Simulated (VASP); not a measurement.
# InAs (I-4m2) in VASP: a series of runs, part 2 of 2

VASP 6.6.1. Earlier steps stand in the parts before.

**3. Single point, r2SCAN**

This run uses another cell than the first one, of the same volume but with other edges.

Input file POSCAR:

```
InAs
1.0
    0.0000000000      2.7992535955      3.6390296741
    2.7992535955      0.0000000000      3.6390296741
    2.7992535955      2.7992535955      0.0000000000
In As
1 1
Direct
    0.0000000000      0.0000000000      0.0000000000
    0.7500000000      0.7500000000      0.7500000000
```

Input file INCAR.step1:

```
PREC = Accurate
ENCUT = 520
ISMEAR = 0
SIGMA = 0.03
LREAL = F
LASPH = T
NELM = 100
NBANDS = 16
GGA = PE
ALGO = Normal
EDIFF = 1E-4
LWAVE = T
LCHARG = F
```

Input file INCAR.step2:

```
PREC = Accurate
ENCUT = 520
EDIFF = 1E-6
ISMEAR = 0
SIGMA = 0.03
LREAL = F
LASPH = T
NELM = 100
ALGO = Normal
ISIF = 2
LWAVE = F
LCHARG = F
METAGGA = R2SCAN
LMIXTAU = T
NBANDS = 16
ISTART = 1
```

Input file KPOINTS:

```
Automatic mesh
0
Gamma
  10 10 10
```

Potentials or basis: VASP PAW PBE potentials, release 64 (In_d, As).

On the command line:

```console
$ cat potpaw_PBE.64/In_d/POTCAR potpaw_PBE.64/As/POTCAR > POTCAR
$ cp INCAR.step1 INCAR
$ mpirun -np 1 vasp_std > vasp.out
$ cp INCAR.step2 INCAR
$ mpirun -np 1 vasp_std > vasp.out
```

OUTCAR:

```text
PREC = Accurate
   ENCUT = 520
   EDIFF = 1E-6
   ISMEAR = 0
   LREAL = F
   LASPH = T
   NELM = 100
   ISIF = 2
   METAGGA = R2SCAN
   ISTART = 1

 ion  position               nearest neighbor table
   1  0.000  0.000  0.000-   2 2.69   2 2.69   2 2.69   2 2.69
   2  0.750  0.750  0.750-   1 2.69   1 2.69   1 2.69   1 2.69

  LATTYP: Found a body centered tetragonal cell.
 ALAT       =     3.9587423993
 C/A-ratio  =     1.8384776311

  Lattice vectors:

 A1 = (  -2.7992535955,   0.0000000000,   3.6390296741)
 A2 = (   2.7992535955,   0.0000000000,   3.6390296741)
 A3 = (   0.0000000000,   2.7992535955,  -3.6390296741)

Analysis of symmetry for initial positions (statically):
=====================================================================
 Subroutine PRICEL returns:
 Original cell was already a primitive cell.

 Routine SETGRP: Setting up the symmetry group for a
 body centered tetragonal supercell.

 Subroutine GETGRP returns: Found  8 space group operations
 (whereof  8 operations were pure point group operations)
 out of a pool of 16 trial point group operations.

The static configuration has the point symmetry D_2d.

Analysis of symmetry for dynamics (positions and initial velocities):
=====================================================================
 Subroutine PRICEL returns:
 Original cell was already a primitive cell.

 Routine SETGRP: Setting up the symmetry group for a
 body centered tetragonal supercell.

 Subroutine GETGRP returns: Found  8 space group operations
 (whereof  8 operations were pure point group operations)
 out of a pool of 16 trial point group operations.

The dynamic configuration has the point symmetry D_2d.

 Subroutine INISYM returns: Found  8 space group operations
 (whereof  8 operations are pure point group operations),
 and found     1 'primitive' translations

----------------------------------------------------------------------------------------

[... 111 lines left out ...]
     AMIX     =   0.40;   BMIX     =  1.00
     AMIX_MAG =   1.60;   BMIX_MAG =  1.00
  volume/ion in A,a.u.               =      28.51       192.43
  Fermi-wavevector in a.u.,A,eV,Ry     =   1.114634  2.106353 16.904002  1.242409
  Thomas-Fermi vector in A             =   2.251231
   LORBIT       =      0    0 simple, 1 ext, 2 COOP (PROOUT), +10 PAW based schemes
   METAGGA = R2SCAN    functional components
   LHFCALC =     F    Hartree Fock is set to
   AEXX    =    0.0000 exact exchange contribution
   IVDW    =     0    specifies the selected vdW correction
   LEPSILON=     F    determine dielectric tensor
   LRPA    =     F    only Hartree local field effects (RPA)
 non-spin polarized calculation
 Gauss-broadening in eV      SIGMA  =   0.03
  energy-cutoff  :      520.00
  volume of cell :       57.03
 maximum number of plane-waves:      1569
 NGX is ok and might be reduce to    36

 number of electron      18.0000001 magnetization

 Free energy of the ion-electron system (eV)
  ---------------------------------------------------
  ext. energy  EPLUGINS =         0.00000000
  ---------------------------------------------------
  free energy    TOTEN  =       -37.64744714 eV

  energy without entropy =      -37.64719676  energy(sigma->0) =      -37.64732195

 E-fermi :   4.5133     XC(G=0):  -9.5612

 val. band max:        4.4959729133   @ k =   0.1000  -0.0000   0.0000
 cond. band min:       4.5222156258   @ k =   0.4000  -0.0000   0.0000
 fundamental gap:      0.0262427125
 Fermi energy:         4.5133070414

 k-point     1 :       0.0000    0.0000    0.0000
  band No.  band energies     occupation
      1     -10.9399      2.00000
      2     -10.8247      2.00000
      3     -10.8247      2.00000
      4     -10.7782      2.00000
      5     -10.7537      2.00000
      6      -7.9703      2.00000
[... 433 lines left out ...]
      3     -10.7889      2.00000
      4     -10.7754      2.00000
      5     -10.7341      2.00000
      6      -6.9303      2.00000
[... 8 lines left out ...]
     15      15.6057      0.00000
     16      16.6150      0.00000

 [... further k-points ...]

------------------------ aborting loop because EDIFF is reached ----------------------------------------

  FORCE on cell =-STRESS in cart. coord.  units (eV):
  Direction    XX          YY          ZZ          XY          YZ          ZX
  --------------------------------------------------------------------------------------
  -------------------------------------------------------------------------------------
  Total        1.4264821      1.4264821     -3.6815024      0.0000000      0.0000000      0.0000000
  in kB       40.0753037     40.0753037   -103.4273948      0.0000000      0.0000000      0.0000000
  external PRESSURE =      -7.7589291 kB  Pullay stress =       0.0000000 kB

 VOLUME and BASIS-vectors are now :
 -----------------------------------------------------------------------------
  energy-cutoff  :      520.00
  volume of cell :       57.03
      direct lattice vectors                 reciprocal lattice vectors
     0.000000000  2.799253596  3.639029674    -0.178619044  0.178619044  0.137399264
     2.799253596  0.000000000  3.639029674     0.178619044 -0.178619044  0.137399264
     2.799253596  2.799253596  0.000000000     0.178619044  0.178619044 -0.137399264

 POSITION                                       TOTAL-FORCE (eV/Angst)
 -----------------------------------------------------------------------------------
      0.00000      0.00000      0.00000        -0.000000     -0.000000     -0.000000
      4.19888      4.19888      5.45854         0.000000      0.000000      0.000000
 -----------------------------------------------------------------------------------
    total drift:                                0.000002      0.000002      0.000030

  FREE ENERGIE OF THE ION-ELECTRON SYSTEM (eV)
  ---------------------------------------------------
  free  energy   TOTEN  =       -37.6474471396 eV

  energy  without entropy=      -37.6471967576  energy(sigma->0) =      -37.64732195
```

OUTCAR.step1:

```text
PREC = Accurate
   ENCUT = 520
   ISMEAR = 0
   LREAL = F
   LASPH = T
[... 678 lines left out ...]
 -----------------------------------------------------------------------------------
      0.00000      0.00000      0.00000        -0.000000     -0.000000      0.000000
      4.19888      4.19888      5.45854         0.000000      0.000000      0.000000
 -----------------------------------------------------------------------------------
    total drift:                                0.000001      0.000001     -0.000002

  FREE ENERGIE OF THE ION-ELECTRON SYSTEM (eV)
  ---------------------------------------------------
  free  energy   TOTEN  =        -7.3493248846 eV

  energy  without entropy=       -7.3490896223  energy(sigma->0) =       -7.34920725
```

It took 3.1 min on 1 thread of AMD EPYC 9R45 (Zen 5), shared host; peak memory 0.24 GiB.

Results:

* Free energy: -37.6474 eV
* Pressure: -0.8 GPa
* Band gap on the k mesh: zero (bands 9 and 10 overlap by 0.16 eV)

Stress tensor (GPa, compression positive):
```
  4.01   0.00   0.00
  0.00   4.01   0.00
  0.00   0.00 -10.34
```

Caveat: the stress differs along the axes, from -10 to 4 GPa; semilocal functionals underestimate gaps, and a narrow one can read as zero; the PAW data sets were made with another functional, which shifts forces and pressure a little; spin-orbit coupling is left out, which moves the levels of the heavy elements.

The gap in the log of VASP goes by the Fermi energy; the results here count the filled bands.